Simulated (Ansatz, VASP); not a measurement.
# TePb: VASP beside Ansatz

INCAR

```
SYSTEM = TePb
AGGAC = 1.0
AGGAX = 1.0
ALDAC = 0.0
ALDAX = 1.0
ALGO = Normal
EDIFF = 1E-6
EDIFFG = -0.01
ENCUT = 600
GGA = B5
IBRION = 2
ISIF = 3
ISMEAR = -1
IVDW = 12
LASPH = .TRUE.
LCHARG = .FALSE.
LREAL = .FALSE.
LWAVE = .FALSE.
NELM = 60
NSW = 80
PREC = Accurate
SIGMA = 0.05
VDW_A1 = 0.4298
VDW_A2 = 4.2359
VDW_S6 = 1.0
VDW_S8 = 2.6996
```

Contents of KPOINTS:

```
k-points
0
G
  7 7 7
  0 0 0
```

Contents of POSCAR:

```
TePb
1.0
    4.0022870000      0.0000000000      0.0000000000
    0.0000000000      4.0022870000      0.0000000000
    0.0000000000      0.0000000000      4.0022870000
Pb Te
1 1
Direct
    0.0000000000      0.0000000000      0.0000000000
    0.5000000000      0.5000000000      0.5000000000
```

The input input.yaml:

```yaml
crystal:
  lattice:
    - [4.002287, 0.0, 0.0]
    - [0.0, 4.002287, 0.0]
    - [0.0, 0.0, 4.002287]
  atoms:
    - { symbol: Pb, position: [0.0, 0.0, 0.0] }
    - { symbol: Te, position: [0.5, 0.5, 0.5] }
kpoints:
  mp_grid: { grid: [7, 7, 7] }
scf:
  occupations: { method: fermi_dirac, width: 0.05 }
hamiltonian:
  xc: blyp
  dispersion: d3bj
  pseudopotentials: { kind: all_electron, lapw: { basis_error: 0.001 } }
output:
  forces: true
  stress: true
relax:
  f_tol: 0.01
  max_steps: 60
  cell: {}
```

Alike in both runs: task relaxation of cell and atoms; functional BLYP; dispersion D3(BJ); k mesh 7 × 7 × 7; occupations fermi-dirac, width 0.05 eV; no spin polarisation.

|  | VASP | Ansatz |
| --- | --- | --- |
| version | VASP 6.6.1 | Ansatz 0.2.0 |
| potentials or method | VASP PAW PBE potentials, release 64 (Pb_d, Te), cutoff 600 eV | all-electron LAPW, scalar-relativistic |

VASP gave:

| Property | Result |
| --- | --- |
| relaxed volume (Å³/atom) | 33.93 |
| relaxed cell length with the largest relative difference (Å) | 4.079 |

Q: What did Ansatz give for the same quantities?

A: Relaxed volume (Å³/atom): 33.90; relaxed cell length with the largest relative difference (Å): 4.078.

VASP's potentials were made for PBE, not for BLYP. Ansatz ran all-electron here, and VASP with PAW potentials.

Spin-orbit coupling is off throughout.
